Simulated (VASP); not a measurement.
# Sn3As (Fm-3m) in VASP: single point with PBE

Aim: the single point of Sn3As with PBE.

Program: VASP 6.6.1. These are calculated values, not measurements. Logs are shortened: lines on timing, memory, paths and dates and some standing lists are left out, and cuts for length are marked.

## 1. The cell of the first run

Symmetry: Fm-3m, No. 225, cubic system. Conventional cell: a = 7.415 Å, b = 7.415 Å, c = 7.415 Å, α = 90.00°, β = 90.00°, γ = 90.00°. Within 4.2 Å of Sn (site symmetry m-3m) lie 8 Sn at 3.21 Å and 6 As at 3.71 Å. Sn (site symmetry -43m) has 10 Sn at 3.21 to 3.71 Å and 4 As at 3.21 Å within 4.2 Å. As (site symmetry m-3m) has 14 Sn at 3.21 to 3.71 Å within 4.2 Å.

## 2. Single point, PBE

INCAR reads:

```
SYSTEM = Sn3As
PREC = Accurate
ENCUT = 520
EDIFF = 1E-7
ISMEAR = 0
SIGMA = 0.1
LREAL = .FALSE.
LASPH = .TRUE.
NELM = 100
ALGO = Fast
ISIF = 2
LWAVE = .FALSE.
LCHARG = .TRUE.
GGA = PE
LELF = .TRUE.
LVHAR = .TRUE.
NBANDS = 32
```

KPOINTS reads:

```
Automatic mesh
0
G
  12 12 12
  0 0 0
```

POSCAR reads:

```
Sn3As
1.0
    0.0000000000      3.7073447687      3.7073447687
    3.7073447687      0.0000000000      3.7073447687
    3.7073447687      3.7073447687      0.0000000000
Sn As
3 1
Direct
    0.0000000000      0.0000000000      0.0000000000
    0.2500000000      0.2500000000      0.2500000000
    0.7500000000      0.7500000000      0.7500000000
    0.5000000000      0.5000000000      0.5000000000
```

Potentials or basis: VASP PAW PBE potentials, release 64 (Sn_d, As).

Launch:

```bash
$ cat potpaw_PBE.64/Sn_d/POTCAR potpaw_PBE.64/As/POTCAR > POTCAR
$ mpirun -np 1 vasp_std > vasp.out
```

OUTCAR:

```text
SYSTEM = Sn3As
   PREC = Accurate
   ENCUT = 520
   EDIFF = 1E-7
   ISMEAR = 0
   LREAL = .FALSE.
   LASPH = .TRUE.
   NELM = 100
   ISIF = 2
   GGA = PE

 ion  position               nearest neighbor table
   1  0.000  0.000  0.000-   3 3.21   3 3.21   3 3.21   2 3.21   3 3.21   2 3.21   2 3.21   2 3.21

   2  0.250  0.250  0.250-   1 3.21   1 3.21   1 3.21   1 3.21   4 3.21   4 3.21   4 3.21   4 3.21
                             3 3.71   3 3.71   3 3.71   3 3.71   3 3.71   3 3.71
   3  0.750  0.750  0.750-   4 3.21   4 3.21   4 3.21   1 3.21   4 3.21   1 3.21   1 3.21   1 3.21
                             2 3.71   2 3.71   2 3.71   2 3.71   2 3.71   2 3.71
   4  0.500  0.500  0.500-   2 3.21   2 3.21   2 3.21   2 3.21   3 3.21   3 3.21   3 3.21   3 3.21

  LATTYP: Found a face centered cubic cell.
 ALAT       =     7.4146895374

  Lattice vectors:

 A1 = (   0.0000000000,   3.7073447687,   3.7073447687)
 A2 = (   3.7073447687,   0.0000000000,   3.7073447687)
 A3 = (   3.7073447687,   3.7073447687,   0.0000000000)

Analysis of symmetry for initial positions (statically):
=====================================================================
 Subroutine PRICEL returns:
 Original cell was already a primitive cell.

 Routine SETGRP: Setting up the symmetry group for a
 face centered cubic supercell.

 Subroutine GETGRP returns: Found 48 space group operations
 (whereof 48 operations were pure point group operations)
 out of a pool of 48 trial point group operations.

The static configuration has the point symmetry O_h .

Analysis of symmetry for dynamics (positions and initial velocities):
=====================================================================
 Subroutine PRICEL returns:
 Original cell was already a primitive cell.

 Routine SETGRP: Setting up the symmetry group for a
 face centered cubic supercell.

 Subroutine GETGRP returns: Found 48 space group operations
 (whereof 48 operations were pure point group operations)
 out of a pool of 48 trial point group operations.

The dynamic configuration has the point symmetry O_h .

 Subroutine INISYM returns: Found 48 space group operations
 (whereof 48 operations are pure point group operations),
 and found     1 'primitive' translations

----------------------------------------------------------------------------------------

                                     Primitive cell

  volume of cell :     101.9105

  direct lattice vectors                    reciprocal lattice vectors
     0.000000000  3.707344769  3.707344769    -0.134867414  0.134867414  0.134867414
     3.707344769  0.000000000  3.707344769     0.134867414 -0.134867414  0.134867414
     3.707344769  3.707344769  0.000000000     0.134867414  0.134867414 -0.134867414

  length of vectors
     5.242977252  5.242977252  5.242977252     0.233597213  0.233597213  0.233597213

  position of ions in fractional coordinates (direct lattice)
     0.000000000  0.000000000  0.000000000
     0.250000000  0.250000000  0.250000000
     0.750000000  0.750000000  0.750000000
     0.500000000  0.500000000  0.500000000

  ion indices of the primitive-cell ions
   primitive index   ion index
                 1           1
                 2           2
                 3           3
                 4           4

----------------------------------------------------------------------------------------

 KPOINTS: Automatic mesh

Automatic generation of k-mesh.
 Grid dimensions read from file:
 generate k-points for:   12   12   12

 Generating k-lattice:

  Cartesian coordinates                     Fractional coordinates (reciprocal lattice)
    -0.011238951  0.011238951  0.011238951     0.083333333  0.000000000  0.000000000
     0.011238951 -0.011238951  0.011238951     0.000000000  0.083333333  0.000000000
     0.011238951  0.011238951 -0.011238951     0.000000000  0.000000000  0.083333333

  Length of vectors
     0.019466434  0.019466434  0.019466434

  Shift w.r.t. Gamma in fractional coordinates (k-lattice)
     0.000000000  0.000000000  0.000000000

 Subroutine IBZKPT returns following result:
 ===========================================

 Found     72 irreducible k-points:

 Following reciprocal coordinates:
            Coordinates               Weight
  0.000000  0.000000  0.000000      1.000000
  0.083333  0.000000  0.000000      8.000000
  0.166667  0.000000  0.000000      8.000000
  0.250000  0.000000  0.000000      8.000000
  0.333333  0.000000  0.000000      8.000000
  0.416667  0.000000  0.000000      8.000000
[... 16 lines left out ...]
  0.500000  0.166667  0.000000     24.000000
 -0.416667  0.166667  0.000000     24.000000
 [... further k-points ...]
   k-points           NKPTS =     72   k-points in BZ     NKDIM =     72   number of bands    NBANDS=     32
   number of dos      NEDOS =    301   number of ions     NIONS =      4
   total plane-waves  NPLWV =  64000
   dimension x,y,z NGX =    40 NGY =   40 NGZ =   40
   dimension x,y,z NGXF=    80 NGYF=   80 NGZF=   80
   ions per type =               3   1
   NGX,Y,Z   is equivalent  to a cutoff of  12.68, 12.68, 12.68 a.u.
   NGXF,Y,Z  is equivalent  to a cutoff of  25.37, 25.37, 25.37 a.u.
 SYSTEM =  Sn3As
   PREC   = accura    normal or accurate (medium, high low for compatibility)
   ISTART =      0    job   : 0-new  1-cont  2-samecut
   ICHARG =      2    charge: 1-file 2-atom 10-const
   ISPIN  =      1    spin polarized calculation?
   LNONCOLLINEAR =      F non collinear calculations
   LSORBIT =      F    spin-orbit coupling
   LASPH  =      T    aspherical Exc in radial PAW
   ENCUT  =  520.0 eV  38.22 Ry    6.18 a.u.   9.75  9.75  9.75*2*pi/ulx,y,z
   NELM   =    100;   NELMIN=  2; NELMDL= -5     # of ELM steps
   EDIFF  = 0.1E-06   stopping-criterion for ELM
   LREAL  =      F    real-space projection
   EDIFFG = 0.1E-05   stopping-criterion for IOM
   NSW    =      0    number of steps for IOM
   IBRION =     -1    ionic relax: 0-MD 1-quasi-New 2-CG
   NFREE  =      0    steps in history (QN), initial steepest desc. (CG)
   ISIF   =      2    stress and relaxation
   ISYM   =      2    0-nonsym 1-usesym 2-fastsym
   POTIM  = 0.5000    time-step for ionic-motion
   TEBEG  =    0.0;   TEEND  =   0.0 temperature during run
   PSTRESS=    0.0 pullay stress
   NELECT =      47.0000    total number of electrons
   NUPDOWN=      -1.0000    fix difference up-down
   EMIN   =  10.00;   EMAX   =-10.00  energy-range for DOS
   EFERMI =   0.00;   METHOD = LEGACY
   ISMEAR =     0;   SIGMA  =   0.10  broadening in eV -4-tet -1-fermi 0-gaus
   EFERMI_NEDOS =   21; number of points for ismear=-14 and -15
   IALGO  =     68    algorithm
   IMIX   =      4    mixing-type and parameters
     AMIX     =   0.40;   BMIX     =  1.00
     AMIX_MAG =   1.60;   BMIX_MAG =  1.00
  volume/ion in A,a.u.               =      25.48       171.93
  Fermi-wavevector in a.u.,A,eV,Ry     =   1.264837  2.390195 21.766764  1.599812
  Thomas-Fermi vector in A             =   2.398121
   LORBIT       =      0    0 simple, 1 ext, 2 COOP (PROOUT), +10 PAW based schemes
   GGA     = PE    functional components
   LHFCALC =     F    Hartree Fock is set to
   AEXX    =    0.0000 exact exchange contribution
   IVDW    =     0    specifies the selected vdW correction
   LEPSILON=     F    determine dielectric tensor
   LRPA    =     F    only Hartree local field effects (RPA)
 non-spin polarized calculation
 RMM-DIIS sequential band-by-band and
 Gauss-broadening in eV      SIGMA  =   0.10
  energy-cutoff  :      520.00
  volume of cell :      101.91
 maximum number of plane-waves:      2778
   NGX = 19   NGY = 19   NGZ = 19

 number of electron      47.0000019 magnetization

 Free energy of the ion-electron system (eV)
  ---------------------------------------------------
  ext. energy  EPLUGINS =         0.00000000
  ---------------------------------------------------
  free energy    TOTEN  =       -15.57304301 eV

  energy without entropy =      -15.56189150  energy(sigma->0) =      -15.56746725

 E-fermi :   7.5066     XC(G=0): -10.3854

 val. band max:        7.5046785216   @ k =   0.1667   0.1667   0.0000
 cond. band min:       7.5278763795   @ k =  -0.4167   0.4167   0.1667
 fundamental gap:      0.0231978579
 Fermi energy:         7.5066012199

 k-point     1 :       0.0000    0.0000    0.0000
  band No.  band energies     occupation
      1     -14.0233      2.00000
      2     -14.0233      2.00000
      3     -14.0188      2.00000
      4     -14.0188      2.00000
      5     -14.0188      2.00000
      6     -13.9588      2.00000
[... 24 lines left out ...]
     31      14.8289      0.00000
     32      14.8289      0.00000

 k-point     2 :       0.0833    0.0000    0.0000
  band No.  band energies     occupation
      1     -14.0214      2.00000
      2     -14.0214      2.00000
      3     -14.0210      2.00000
      4     -14.0205      2.00000
      5     -14.0205      2.00000
      6     -13.9570      2.00000
[... 24 lines left out ...]
     31      14.3296      0.00000
     32      14.7194      0.00000

 k-point     3 :       0.1667    0.0000    0.0000
  band No.  band energies     occupation
      1     -14.0267      2.00000
      2     -14.0267      2.00000
      3     -14.0247      2.00000
      4     -14.0139      2.00000
      5     -14.0139      2.00000
      6     -13.9526      2.00000
[... 24 lines left out ...]
     31      13.2046      0.00000
     32      14.3477      0.00000

 k-point     4 :       0.2500    0.0000    0.0000
  band No.  band energies     occupation
      1     -14.0334      2.00000
      2     -14.0334      2.00000
      3     -14.0256      2.00000
      4     -14.0031      2.00000
      5     -14.0031      2.00000
      6     -13.9473      2.00000
[... 654 lines left out ...]
     31      13.4007      0.00000
     32      13.9529      0.00000

 k-point    23 :       0.5000    0.1667    0.0000
  band No.  band energies     occupation
      1     -14.0471      2.00000
      2     -14.0407      2.00000
      3     -14.0180      2.00000
      4     -13.9762      2.00000
      5     -13.9739      2.00000
      6     -13.9413      2.00000
[... 24 lines left out ...]
     31      13.0206      0.00000
     32      15.1629      0.00000

 k-point    24 :      -0.4167    0.1667    0.0000
  band No.  band energies     occupation
      1     -14.0453      2.00000
      2     -14.0416      2.00000
      3     -14.0194      2.00000
      4     -13.9755      2.00000
      5     -13.9691      2.00000
      6     -13.9439      2.00000
[... 24 lines left out ...]
     31      13.1199      0.00000
     32      16.2025      0.00000

 [... further k-points ...]
[... 5 lines left out ...]
  --------------------------------------------------------------------------------------
  -------------------------------------------------------------------------------------
  Total       -0.0395807     -0.0395807     -0.0395807      0.0000000     -0.0000000      0.0000000
  in kB       -0.6222642     -0.6222642     -0.6222642      0.0000000     -0.0000000      0.0000000
  external PRESSURE =      -0.6222642 kB  Pullay stress =       0.0000000 kB

 VOLUME and BASIS-vectors are now :
 -----------------------------------------------------------------------------
  energy-cutoff  :      520.00
  volume of cell :      101.91
      direct lattice vectors                 reciprocal lattice vectors
     0.000000000  3.707344769  3.707344769    -0.134867414  0.134867414  0.134867414
     3.707344769  0.000000000  3.707344769     0.134867414 -0.134867414  0.134867414
     3.707344769  3.707344769  0.000000000     0.134867414  0.134867414 -0.134867414

 POSITION                                       TOTAL-FORCE (eV/Angst)
 -----------------------------------------------------------------------------------
      0.00000      0.00000      0.00000         0.000000      0.000000      0.000000
      1.85367      1.85367      1.85367        -0.000000      0.000000     -0.000000
      5.56102      5.56102      5.56102         0.000000     -0.000000      0.000000
      3.70734      3.70734      3.70734         0.000000      0.000000      0.000000
 -----------------------------------------------------------------------------------
    total drift:                               -0.000000     -0.000000      0.000000

  FREE ENERGIE OF THE ION-ELECTRON SYSTEM (eV)
  ---------------------------------------------------
  free  energy   TOTEN  =       -15.5730430068 eV

  energy  without entropy=      -15.5618915018  energy(sigma->0) =      -15.56746725
```

It took 4.3 min on 1 thread of Intel Xeon Platinum 8488C (Sapphire Rapids), shared host; peak memory 0.37 GiB.

What came out:

```yaml
Free_energy: -15.5730 eV
Pressure: -0.1 GPa
```

Levels at points of the mesh, in eV from the Fermi level:
```csv
k point,band 22,band 23,band 24,band 25,band 26,band 27
"(0.00, 0.00, 0.00)",-2.19,-1.37,-1.37,-1.37,-0.57,-0.57
"(0.50, 0.00, 0.00)",-2.27,-2.27,0.12,0.58,2.61,2.61
"(0.50, 0.50, 0.00)",0.94,1.32,1.32,1.42,2.79,2.79
```

Caveat: spin-orbit coupling is left out, which moves the levels of the heavy elements.
